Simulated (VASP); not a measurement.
# Al3Pt (Fm-3m) in VASP: notebook

The runs below take Al3Pt through single point, relaxation of cell and atoms, with PBE.

Everything below comes from runs of VASP 6.6.1. Logs are shortened: lines on timing, memory, paths and dates and some standing lists are left out, and cuts for length are marked.

## (1) The cell of the first run

It takes space group Fm-3m (No. 225, cubic). The conventional cell has a = 6.289 Å, b = 6.289 Å, c = 6.289 Å, α = 90.00°, β = 90.00°, γ = 90.00°. Al (site symmetry m-3m) has 8 Al at 2.72 Å and 6 Pt at 3.14 Å within 3.6 Å. Al (site symmetry -43m) has 10 Al at 2.72 to 3.14 Å and 4 Pt at 2.72 Å within 3.6 Å. Pt (site symmetry m-3m) has 14 Al at 2.72 to 3.14 Å within 3.6 Å.

## (2) Single point, PBE

INCAR reads:

```
SYSTEM = Al3Pt
  PREC = Accurate
  ENCUT = 520
  EDIFF = 1E-6
  ISMEAR = 0
  SIGMA = 0.1
  LREAL = .False.
  LASPH = .True.
  NELM = 100
  ALGO = Normal
  ISIF = 2
  LWAVE = .False.
  LCHARG = .True.
  GGA = PE
  LELF = .True.
  LVHAR = .True.
  NBANDS = 18
```

KPOINTS reads:

```
regular mesh
0
Gamma
  12 12 12
  0 0 0
```

POSCAR reads:

```
Al3Pt
1.0
    0.0000000000      3.1442535350      3.1442535350
    3.1442535350      0.0000000000      3.1442535350
    3.1442535350      3.1442535350      0.0000000000
Al Pt
3 1
Direct
    0.5000000000      0.5000000000      0.5000000000
    0.7500000000      0.7500000000      0.7500000000
    0.2500000000      0.2500000000      0.2500000000
    0.0000000000      0.0000000000      0.0000000000
```

Potentials or basis: VASP PAW PBE potentials, release 64 (Al, Pt).

Command:

```sh
> cat potpaw_PBE.64/Al/POTCAR potpaw_PBE.64/Pt/POTCAR > POTCAR
> mpirun -np 1 vasp_std > vasp.out
```

OUTCAR:

```text
SYSTEM = Al3Pt
   PREC = Accurate
   ENCUT = 520
   EDIFF = 1E-6
   ISMEAR = 0
   LREAL = .False.
   LASPH = .True.
   NELM = 100
   ISIF = 2
   GGA = PE

 ion  position               nearest neighbor table
   1  0.500  0.500  0.500-   3 2.72   3 2.72   3 2.72   2 2.72   2 2.72   2 2.72   3 2.72   2 2.72
                             4 3.14   4 3.14   4 3.14   4 3.14   4 3.14   4 3.14
   2  0.750  0.750  0.750-   1 2.72   1 2.72   1 2.72   4 2.72   4 2.72   4 2.72   4 2.72   1 2.72
                             3 3.14   3 3.14   3 3.14   3 3.14   3 3.14   3 3.14
   3  0.250  0.250  0.250-   4 2.72   4 2.72   4 2.72   1 2.72   1 2.72   1 2.72   4 2.72   1 2.72
                             2 3.14   2 3.14   2 3.14   2 3.14   2 3.14   2 3.14
   4  0.000  0.000  0.000-   2 2.72   2 2.72   2 2.72   3 2.72   3 2.72   3 2.72   3 2.72   2 2.72
                             1 3.14   1 3.14   1 3.14   1 3.14   1 3.14   1 3.14

  LATTYP: Found a face centered cubic cell.
 ALAT       =     6.2885070700

  Lattice vectors:

 A1 = (   0.0000000000,   3.1442535350,   3.1442535350)
 A2 = (   3.1442535350,   0.0000000000,   3.1442535350)
 A3 = (   3.1442535350,   3.1442535350,   0.0000000000)

Analysis of symmetry for initial positions (statically):
=====================================================================
 Subroutine PRICEL returns:
 Original cell was already a primitive cell.

 Routine SETGRP: Setting up the symmetry group for a
 face centered cubic supercell.

 Subroutine GETGRP returns: Found 48 space group operations
 (whereof 48 operations were pure point group operations)
 out of a pool of 48 trial point group operations.

The static configuration has the point symmetry O_h .

Analysis of symmetry for dynamics (positions and initial velocities):
=====================================================================
 Subroutine PRICEL returns:
 Original cell was already a primitive cell.

 Routine SETGRP: Setting up the symmetry group for a
 face centered cubic supercell.

 Subroutine GETGRP returns: Found 48 space group operations
 (whereof 48 operations were pure point group operations)
 out of a pool of 48 trial point group operations.

The dynamic configuration has the point symmetry O_h .

 Subroutine INISYM returns: Found 48 space group operations
 (whereof 48 operations are pure point group operations),
 and found     1 'primitive' translations

----------------------------------------------------------------------------------------

                                     Primitive cell

  volume of cell :      62.1703

[... 91 lines left out ...]
   NELM   =    100;   NELMIN=  2; NELMDL= -5     # of ELM steps
   EDIFF  = 0.1E-05   stopping-criterion for ELM
   LREAL  =      F    real-space projection
   EDIFFG = 0.1E-04   stopping-criterion for IOM
   NSW    =      0    number of steps for IOM
   IBRION =     -1    ionic relax: 0-MD 1-quasi-New 2-CG
   NFREE  =      0    steps in history (QN), initial steepest desc. (CG)
   ISIF   =      2    stress and relaxation
   ISYM   =      2    0-nonsym 1-usesym 2-fastsym
   POTIM  = 0.5000    time-step for ionic-motion
   TEBEG  =    0.0;   TEEND  =   0.0 temperature during run
   PSTRESS=    0.0 pullay stress
   NELECT =      19.0000    total number of electrons
   NUPDOWN=      -1.0000    fix difference up-down
   EMIN   =  10.00;   EMAX   =-10.00  energy-range for DOS
   EFERMI =   0.00;   METHOD = LEGACY
   ISMEAR =     0;   SIGMA  =   0.10  broadening in eV -4-tet -1-fermi 0-gaus
   EFERMI_NEDOS =   21; number of points for ismear=-14 and -15
   IALGO  =     38    algorithm
   IMIX   =      4    mixing-type and parameters
     AMIX     =   0.40;   BMIX     =  1.00
     AMIX_MAG =   1.60;   BMIX_MAG =  1.00
  volume/ion in A,a.u.               =      15.54       104.89
  Fermi-wavevector in a.u.,A,eV,Ry     =   1.102720  2.083838 16.544559  1.215991
  Thomas-Fermi vector in A             =   2.239167
   LORBIT       =      0    0 simple, 1 ext, 2 COOP (PROOUT), +10 PAW based schemes
   GGA     = PE    functional components
   LHFCALC =     F    Hartree Fock is set to
   AEXX    =    0.0000 exact exchange contribution
   IVDW    =     0    specifies the selected vdW correction
   LEPSILON=     F    determine dielectric tensor
   LRPA    =     F    only Hartree local field effects (RPA)
 non-spin polarized calculation
 Gauss-broadening in eV      SIGMA  =   0.10
  energy-cutoff  :      520.00
  volume of cell :       62.17
 maximum number of plane-waves:      1700
 NGX is ok and might be reduce to    36
   NGX = 17   NGY = 17   NGZ = 17

 number of electron      18.9999999 magnetization

 Free energy of the ion-electron system (eV)
  ---------------------------------------------------
  ext. energy  EPLUGINS =         0.00000000
  ---------------------------------------------------
  free energy    TOTEN  =       -18.67088949 eV

  energy without entropy =      -18.65822144  energy(sigma->0) =      -18.66455547

 E-fermi :   9.4058     XC(G=0): -11.1361

 val. band max:        9.3905219755   @ k =   0.5000   0.2500   0.0833
 cond. band min:       9.4066040048   @ k =  -0.2500   0.0833   0.0000
 fundamental gap:      0.0160820293
 Fermi energy:         9.4057657330

 k-point     1 :       0.0000    0.0000    0.0000
  band No.  band energies     occupation
      1      -2.0014      2.00000
      2       4.3230      2.00000
      3       4.3230      2.00000
      4       4.3230      2.00000
      5       5.4158      2.00000
      6       5.4158      2.00000
[... 481 lines left out ...]
      5       5.1580      2.00000
      6       5.4729      2.00000
[... 10 lines left out ...]
     17      18.3615      0.00000
     18      18.7852      0.00000

 [... further k-points ...]
[... 5 lines left out ...]
  --------------------------------------------------------------------------------------
  -------------------------------------------------------------------------------------
  Total       -0.0464868     -0.0464868     -0.0464868      0.0000000     -0.0000000      0.0000000
  in kB       -1.1980026     -1.1980026     -1.1980026      0.0000000     -0.0000000      0.0000000
  external PRESSURE =      -1.1980026 kB  Pullay stress =       0.0000000 kB

 VOLUME and BASIS-vectors are now :
 -----------------------------------------------------------------------------
  energy-cutoff  :      520.00
  volume of cell :       62.17
      direct lattice vectors                 reciprocal lattice vectors
     0.000000000  3.144253535  3.144253535    -0.159020255  0.159020255  0.159020255
     3.144253535  0.000000000  3.144253535     0.159020255 -0.159020255  0.159020255
     3.144253535  3.144253535  0.000000000     0.159020255  0.159020255 -0.159020255

 POSITION                                       TOTAL-FORCE (eV/Angst)
 -----------------------------------------------------------------------------------
      3.14425      3.14425      3.14425         0.000000     -0.000000     -0.000000
      4.71638      4.71638      4.71638        -0.000000      0.000000      0.000000
      1.57213      1.57213      1.57213        -0.000000     -0.000000     -0.000000
      0.00000      0.00000      0.00000         0.000000     -0.000000     -0.000000
 -----------------------------------------------------------------------------------
    total drift:                               -0.000000      0.000000      0.000000

  FREE ENERGIE OF THE ION-ELECTRON SYSTEM (eV)
  ---------------------------------------------------
  free  energy   TOTEN  =       -18.6708894900 eV

  energy  without entropy=      -18.6582214414  energy(sigma->0) =      -18.66455547
```

OSZICAR:

```text
N       E                     dE             d eps       ncg     rms          rms(c)
DAV:   1     0.508426248425E+02    0.50843E+02   -0.74719E+03  2624   0.870E+02
DAV:   2    -0.175680122887E+02   -0.68411E+02   -0.63773E+02  3038   0.159E+02
DAV:   3    -0.196569843697E+02   -0.20890E+01   -0.20502E+01  3236   0.246E+01
DAV:   4    -0.196721618681E+02   -0.15177E-01   -0.15164E-01  3062   0.242E+00
DAV:   5    -0.196723195872E+02   -0.15772E-03   -0.15772E-03  3064   0.267E-01    0.976E+00
DAV:   6    -0.190331070701E+02    0.63921E+00   -0.61126E+00  2718   0.185E+01    0.523E+00
DAV:   7    -0.187193441791E+02    0.31376E+00   -0.80850E-01  2678   0.841E+00    0.217E+00
DAV:   8    -0.186769570779E+02    0.42387E-01   -0.65659E-02  2936   0.141E+00    0.616E-01
DAV:   9    -0.186709437242E+02    0.60134E-02   -0.12512E-02  2892   0.927E-01    0.175E-01
DAV:  10    -0.186709001199E+02    0.43604E-04   -0.35471E-04  3012   0.136E-01    0.486E-02
DAV:  11    -0.186708901208E+02    0.99992E-05   -0.19448E-05  2930   0.392E-02    0.178E-02
DAV:  12    -0.186708894900E+02    0.63075E-06   -0.48746E-06  2852   0.146E-02
   1 F= -.18670889E+02 E0= -.18664555E+02  d E =-.126680E-01
```

stdout:

```text
POSCAR found type information on POSCAR AlPt
 POSCAR found :  2 types and       4 ions
 scaLAPACK will be used
 LDA part: xc-table for (Slater+PW92), standard interpolation
 POSCAR, INCAR and KPOINTS ok, starting setup
 FFT: planning ... GRIDC
 FFT: planning ... GRID_SOFT
 FFT: planning ... GRID
 WAVECAR not read
 entering main loop
```

Wall time 43 s (1 thread of Intel Xeon 6975P-C (Granite Rapids), shared host); peak memory 0.24 GiB.

What came out:

```yaml
Free_energy: -18.6709 eV
Pressure: -0.1 GPa
```

Caveat: spin-orbit coupling is left out, which moves the levels of the heavy elements.

## (3) Relaxation of cell and atoms, PBE

INCAR reads:

```
PREC     = Accurate       # precision mode
ENCUT    = 600            # plane-wave cutoff, eV
EDIFF    = 1E-6           # SCF threshold, eV
ISMEAR   = 0              # smearing method
SIGMA    = 0.1            # smearing width, eV
LREAL    = F              # projectors in reciprocal space
LASPH    = T              # aspherical terms in the spheres
NELM     = 60             # most SCF steps
ALGO     = Fast           # electronic algorithm
ISIF     = 3              # what is computed and relaxed
LWAVE    = F              # write WAVECAR
LCHARG   = F              # write CHGCAR
GGA      = PE             # functional
IBRION   = 2              # ionic algorithm
NSW      = 100            # ionic steps
EDIFFG   = -0.01          # ionic threshold
```

KPOINTS reads:

```
Automatic mesh
0
Gamma
  12 12 12
```

POSCAR reads:

```
Al3Pt
1.0
    0.0000000000      3.1436148525      3.1436148525
    3.1436148525      0.0000000000      3.1436148525
    3.1436148525      3.1436148525      0.0000000000
Al Pt
3 1
Direct
    0.5000000000      0.5000000000      0.5000000000
    0.7500000000      0.7500000000      0.7500000000
    0.2500000000      0.2500000000      0.2500000000
    0.0000000000      0.0000000000      0.0000000000
```

Potentials or basis: VASP PAW PBE potentials, release 64 (Al, Pt).

Command:

```sh
> cat potpaw_PBE.64/Al/POTCAR potpaw_PBE.64/Pt/POTCAR > POTCAR
> mpirun -np 1 vasp_std > vasp.out
```

Wall time 2 min (1 thread of AMD EPYC 7R43 (Zen 3), shared host); peak memory 0.22 GiB.

It converged, with:

| Quantity | Value |
| --- | --- |
| Free energy | -18.6710 eV |
| Pressure after relaxing | 0.0 GPa |

Final structure:
```
CELL_PARAMETERS angstrom
0.00000 3.14361 3.14361
3.14361 0.00000 3.14361
3.14361 3.14361 0.00000
ATOMIC_POSITIONS crystal
Al 0.50000 0.50000 0.50000
Al 0.75000 0.75000 0.75000
Al 0.25000 0.25000 0.25000
Pt 0.00000 0.00000 0.00000
```

Levels at points of the mesh, in eV from the Fermi level:
| k point | band 6 | band 7 | band 8 | band 9 | band 10 | band 11 | band 12 | band 13 |
| --- | --- | --- | --- | --- | --- | --- | --- | --- |
| (0.00, 0.00, 0.00) | -3.99 | -0.27 | -0.27 | -0.27 | 0.49 | 2.02 | 2.51 | 2.51 |
| (0.50, 0.00, 0.00) | -3.78 | -3.78 | -0.83 | -0.75 | -0.75 | 1.16 | 1.16 | 2.52 |
| (0.50, 0.50, 0.00) | -3.89 | -3.82 | -3.82 | -3.56 | -0.87 | 0.69 | 6.15 | 6.24 |

Caveat: the relaxation stopped at its first step, so nothing moved; spin-orbit coupling is left out, which moves the levels of the heavy elements.
